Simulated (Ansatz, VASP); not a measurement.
## Ir: VASP beside Ansatz

INCAR

```
SYSTEM = Ir
PREC = Accurate ; ENCUT = 520
EDIFF = 1E-6 ; ISMEAR = 0
SIGMA = 0.15 ; LREAL = .False.
LASPH = .True. ; NELM = 100
ALGO = Fast ; ISIF = 2
LWAVE = .False. ; LCHARG = .False.
GGA = PS ; NBANDS = 16
```

Contents of KPOINTS:

```
regular mesh
0
Gamma
  18 18 12
  0 0 0
```

POSCAR

```
Ir
1.0
    2.7513778946      0.0000000000      0.0000000000
   -1.3756889473      2.3827631521      0.0000000000
    0.0000000000      0.0000000000      4.4622900000
Ir
2
Direct
    0.5031122524      0.3333333333      0.7500000000
    0.3333333333      0.6666666667      0.2500000000
```

Input for Ansatz:

```yaml
crystal:
  lattice:
    - [2.7513778946, 0.0, 0.0]
    - [-1.3756889473, 2.3827631521, 0.0]
    - [0.0, 0.0, 4.46229]
  atoms:
    - { symbol: Ir, position: [0.5031122524, 0.3333333333, 0.75] }
    - { symbol: Ir, position: [0.3333333333, 0.6666666667, 0.25] }
basis:
  ecutwfc: 420
kpoints:
  mp_grid: { grid: [18, 18, 12] }
hamiltonian:
  xc: pbesol
scf:
  occupations: { method: gaussian, width: 0.15 }
output:
  forces: true
  stress: true
  eigenvalues: true
```

Alike in both runs: task single point; functional PBEsol; k mesh 18 × 18 × 12; occupations gaussian, width 0.15 eV; no spin polarisation.

|  | VASP | Ansatz |
| --- | --- | --- |
| version | VASP 6.6.1 | Ansatz 0.2.0 |
| potentials or method | VASP PAW PBE potentials, release 64 (Ir), cutoff 520 eV | scalar-relativistic, plane waves, PAW |
| valence electrons in the cell | 18 | 34 |

|  | VASP | Ansatz | Ansatz less VASP |
| --- | --- | --- | --- |
| gap on the k mesh at the Fermi level (eV) | none | none | - |
| pressure (GPa) | -4.3 | -5.2 | -0.84 |
| traceless stress, the component that is largest in VASP (GPa) | 11.87 | 11.74 | -0.132 |
| rms of the force components (eV/Å) | 0.905 | 0.900 | -0.0047 |

VASP's potentials were made for PBE, not for PBEsol. Atom by atom the forces differ by 0.007 eV/Å (rms over components). A gap of «none» marks a metal or a gap that the smearing closes. VASP's potentials hold 18 valence electrons a cell and Ansatz's 34, so a difference there can come from the potentials and not from the codes.

Spin-orbit coupling is off throughout.
